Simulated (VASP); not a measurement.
Crystal: Al.

```
CELL_PARAMETERS angstrom
0.00000 2.16762 2.16762
2.16762 0.00000 2.16762
2.16762 2.16762 0.00000
ATOMIC_POSITIONS crystal
Al 0.00000 0.00000 0.00000
```

| Property | Result |
| --- | --- |
| Program | VASP 6.6.1 |
| Task | relaxation of cell and atoms |
| Functional | PBE |
| Dispersion | D3(BJ) |
| Potentials or basis | VASP PAW PBE potentials, release 64 (Al) |
| Cutoff | 500 eV |
| k mesh | 8 × 8 × 8 |
| Occupations | gaussian, width 0.1 eV |
| Spin | no spin polarisation |

At the start: pressure -12.5 GPa; volume 20.37 Å³/atom.

Problem. How do energy, volume and symmetry change on relaxing?

Solution. Over 3 steps the energy falls by 229.7 meV/atom and the volume is 15.85 Å³/atom (-22.2 %); space group Fm-3m (No. 225, to 0.05 Å).

Step by step:
```
step  energy change (eV)  largest force (eV/Å)  pressure (GPa)  volume (Å³)
   1              0.0000                0.0000          -12.49        20.37
   2             -0.2290                0.0000           -1.11        16.04
   3             -0.2297                0.0000           -0.12        15.85
```

Final structure:
```cif
data_structure
_symmetry_space_group_name_H-M 'P 1'
_symmetry_Int_Tables_number 1
_cell_length_a 2.8198
_cell_length_b 2.8198
_cell_length_c 2.8198
_cell_angle_alpha 60.000
_cell_angle_beta 60.000
_cell_angle_gamma 60.000
_cell_volume 15.85
loop_
_atom_site_label
_atom_site_type_symbol
_atom_site_fract_x
_atom_site_fract_y
_atom_site_fract_z
_atom_site_occupancy
Al1 Al 0.00000 0.00000 0.00000 1
```

Caveat: the volume moved by over 15 % at a fixed basis, so the end points are rough; pairwise dispersion overbinds metals, which lowers pressure and volume.
